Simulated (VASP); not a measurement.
Input of a VASP 6.6.1 run:

POSCAR

```
GaSb
1.0
    0.0000000000      3.0590000000      3.0590000000
    3.0590000000      0.0000000000      3.0590000000
    3.0590000000      3.0590000000      0.0000000000
Sb Ga
1 1
Direct
    0.7500000000      0.7500000000      0.7500000000
    0.0000000000      0.0000000000      0.0000000000
```

Contents of INCAR.step1:

```
  PREC = Accurate
  ENCUT = 520
  EDIFF = 1E-5
  ISMEAR = -1
  SIGMA = 0.05
  LREAL = F
  LASPH = T
  NELM = 100
  ALGO = Normal
  ISIF = 2
  LWAVE = T
  GGA = PE
  NBANDS = 16
```

INCAR.step2

```
  PREC = Accurate
  ENCUT = 520
  EDIFF = 1E-6
  ISMEAR = -1
  SIGMA = 0.05
  LREAL = F
  LASPH = T
  NELM = 100
  ALGO = Normal
  ISIF = 2
  LWAVE = F
  LCHARG = T
  GGA = B5
  LHFCALC = T
  AEXX = 0.2
  AGGAX = 0.72
  AGGAC = 0.81
  ALDAC = 0.19
  PRECFOCK = Normal
  LELF = T
  LVHAR = T
  ISTART = 1
  NBANDS = 16
```

KPOINTS

```
regular mesh
0
Gamma
  4 4 4
```

Potentials or basis: VASP PAW PBE potentials, release 64 (Sb, Ga_d).

Launch:

```console
$ cat potpaw_PBE.64/Sb/POTCAR potpaw_PBE.64/Ga_d/POTCAR > POTCAR
$ cp INCAR.step1 INCAR
$ mpirun -np 1 vasp_std > vasp.out
$ cp INCAR.step2 INCAR
$ mpirun -np 1 vasp_std > vasp.out
```

(1) What does it give for the pressure?

(2) What does it give for the band gap on the k mesh?

Results:

(1) 3.2 GPa.

(2) 1.09 eV.

Caveat: the k points lie up to 0.44 Å⁻¹ apart; the PAW data sets were made with another functional, which shifts forces and pressure a little; spin-orbit coupling is left out, which moves the levels of the heavy elements.
